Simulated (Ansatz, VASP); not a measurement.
**One calculation of Pb, two programs**

File POSCAR:

```
Pb
1.0
    0.0000000000      2.4914113386      2.4914113386
    2.4914113386      0.0000000000      2.4914113386
    2.4914113386      2.4914113386      0.0000000000
Pb
1
Direct
    0.0000000000      0.0000000000      0.0000000000
```

INCAR.step1

```
ALGO = Normal
EDIFF = 1E-4
ENCUT = 520
GGA = PE
ISMEAR = -1
LASPH = T
LCHARG = F
LREAL = F
LWAVE = T
NBANDS = 13
NELM = 80
PREC = Accurate
SIGMA = 0.05
```

INCAR.step2

```
ALGO = Normal
EDIFF = 1E-6
ENCUT = 520
ISIF = 2
ISMEAR = -1
ISTART = 1
LASPH = T
LCHARG = F
LMIXTAU = T
LREAL = F
LWAVE = F
METAGGA = R2SCAN
NBANDS = 13
NELM = 80
PREC = Accurate
SIGMA = 0.05
```

Contents of KPOINTS:

```
k-points
0
Gamma
  9 9 9
```

The input input.yaml:

```yaml
crystal:
  lattice:
    - [0.0, 2.4914113386, 2.4914113386]
    - [2.4914113386, 0.0, 2.4914113386]
    - [2.4914113386, 2.4914113386, 0.0]
  atoms:
    - { symbol: Pb, position: [0.0, 0.0, 0.0] }
hamiltonian:
  xc: r2scan
  pseudopotentials: { kind: paw }
kpoints:
  mp_grid: { grid: [9, 9, 9] }
scf:
  occupations: { method: fermi_dirac, width: 0.05 }
output:
  forces: true
  stress: true
  eigenvalues: true
```

Alike in both runs: task single point; functional r2SCAN; k mesh 9 × 9 × 9; occupations fermi-dirac, width 0.05 eV; no spin polarisation.

```csv
,VASP,Ansatz
version,VASP 6.6.1,Ansatz 0.2.0
potentials or method,"VASP PAW PBE potentials, release 64 (Pb_d)",Ansatz PAW
plane-wave cutoff (eV),520,500
valence electrons in the cell,14,14
```

|  | VASP | Ansatz | Ansatz less VASP |
| --- | --- | --- | --- |
| gap on the k mesh at the Fermi level (eV) | none | none | - |
| pressure (GPa) | 0.1 | 0.2 | +0.01 |

VASP's potentials were made for PBE, not for r2SCAN. A gap of «none» marks a metal or a gap that the smearing closes. With one functional, cell and mesh, what is left measures potentials, basis and numerics.

Neither program's run includes spin-orbit coupling.
